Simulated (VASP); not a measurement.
A run of VASP 6.6.1 is set up as follows.

Contents of INCAR:

```
  PREC = Accurate
  ENCUT = 520
  EDIFF = 1E-7
  ISMEAR = 1
  SIGMA = 0.0389
  LREAL = False
  LASPH = True
  NELM = 60
  ALGO = Normal
  ISIF = 2
  LWAVE = False
  LCHARG = True
  GGA = CA
  LELF = True
  LVHAR = True
  NBANDS = 36
```

File KPOINTS:

```
Automatic mesh
0
Gamma
  6 6 3
```

POSCAR

```
Ge
1.0
    3.9975860000      0.0000000000      0.0000000000
   -1.9987930000      3.4620110000      0.0000000000
    0.0000000000      0.0000000000      6.5993780000
Ge
4
Direct
    0.6666666667      0.3333333333      0.0629010000
    0.3333333333      0.6666666667      0.5629010000
    0.6666666667      0.3333333333      0.4370990000
    0.3333333333      0.6666666667      0.9370990000
```

Potentials or basis: VASP PAW LDA potentials, release 64 (Ge_d).

Launch:

```console
$ cat potpaw_LDA.64/Ge_d/POTCAR > POTCAR
$ mpirun -np 1 vasp_std > vasp.out
```

What does it give for the largest force?

0.017 eV/Å.

Estimate the pressure.

-1.7 GPa.

Stress tensor (GPa, compression positive):
```
-1.49  0.00  0.00
 0.00 -1.49  0.00
 0.00  0.00 -1.98
```
